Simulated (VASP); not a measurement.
BSe:

```
B Se
1.0
    -3.36805    3.36805    2.94152
     3.36805   -3.36805    2.94152
     3.36805    3.36805   -2.94152
B Se
4 4
Direct
  0.75000 0.25000 0.50000
  0.25000 0.75000 0.50000
  0.25000 0.25000 0.00000
  0.75000 0.75000 0.00000
  0.67900 0.17900 0.85800
  0.17900 0.32100 0.50000
  0.32100 0.82100 0.14200
  0.82100 0.67900 0.50000
```

- Program: VASP 6.6.1
- Task: relaxation of cell and atoms
- Functional: PBE
- Potentials or basis: VASP PAW PBE potentials, release 64 (B, Se)
- Cutoff: 600 eV
- k mesh: 4 × 4 × 4
- Occupations: gaussian, width 0.1 eV
- Spin: no spin polarisation

At the start: pressure -8.3 GPa; volume 16.68 Å³/atom.

Question: How do energy, volume and symmetry change on relaxing?

Answer: Over 10 steps the energy falls by 189.0 meV/atom and the volume is 16.58 Å³/atom (-0.6 %); space group I4/mcm (No. 140, to 0.1 Å) before and after.

Step by step:
```
step  energy change (eV)  largest force (eV/Å)  pressure (GPa)  volume (Å³)
   1              0.0000                2.0933           -8.33       133.47
   2             -1.0732                0.2719            5.23       117.28
   3             -1.0792                0.4399            4.03       118.24
   4             -1.3289                0.2191            2.89       122.30
   5             -1.4900                0.2330            2.14       129.13
   6             -1.4909                0.2807            2.13       129.83
   7             -1.4788                0.4599           -2.25       135.66
   8             -1.5114                0.0613            0.09       132.36
   9             -1.5114                0.0546            0.12       132.31
  10             -1.5123                0.0288            0.09       132.62
```

Final structure:
```cif
data_structure
_symmetry_space_group_name_H-M 'P 1'
_symmetry_Int_Tables_number 1
_cell_length_a 5.6688
_cell_length_b 5.6688
_cell_length_c 5.6688
_cell_angle_alpha 102.419
_cell_angle_beta 102.419
_cell_angle_gamma 124.742
_cell_volume 132.62
loop_
_atom_site_label
_atom_site_type_symbol
_atom_site_fract_x
_atom_site_fract_y
_atom_site_fract_z
_atom_site_occupancy
B1 B 0.75000 0.25000 0.50000 1
B2 B 0.25000 0.75000 0.50000 1
B3 B 0.25000 0.25000 0.00000 1
B4 B 0.75000 0.75000 0.00000 1
Se1 Se 0.65854 0.15854 0.81708 1
Se2 Se 0.15854 0.34146 0.50000 1
Se3 Se 0.34146 0.84146 0.18292 1
Se4 Se 0.84146 0.65854 0.50000 1
```
